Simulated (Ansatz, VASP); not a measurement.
# MoS2: VASP beside Ansatz

```
Mo S
1.0
     0.00000    2.99595    2.99595
     2.99595    0.00000    2.99595
     2.99595    2.99595    0.00000
Mo S
1 2
Direct
  0.00000 0.00000 0.00000
  0.25000 0.25000 0.25000
  0.75000 0.75000 0.75000
```

Alike in both runs: task single point; functional LDA; k mesh 6 × 6 × 6; occupations gaussian, width 0.05 eV; collinear spin; Hubbard terms Mo d U = 3.0 eV, J = 0.7 eV.

|  | VASP | Ansatz |
| --- | --- | --- |
| version | VASP 6.6.1 | Ansatz 0.2.0 |
| potentials or method | VASP PAW LDA potentials, release 64 (Mo_sv, S), cutoff 500 eV | scalar-relativistic, plane waves, PAW |
| valence electrons in the cell | 26 | 26 |

|  | VASP | Ansatz | Ansatz less VASP |
| --- | --- | --- | --- |
| gap on the k mesh at the Fermi level (eV) | none | none | - |
| pressure (GPa) | -7.6 | -7.4 | +0.19 |
| net moment per atom (μB) | 0.62 | 0.66 | +0.033 |
| size of the moment on the site where the two differ most (μB) | 1.63 | 1.45 | -0.181 |

LDA's correlation is that of Perdew and Zunger in VASP and of Perdew and Wang (1992) in Ansatz. Site moments also hang on the region over which each program counts them. The programs project onto different local orbitals, so the same U acts differently, and such runs can settle in different states. A gap of «none» marks a metal or a gap that the smearing closes. Ansatz's warnings: filled band counts differ across k points, stress scf threshold loose.
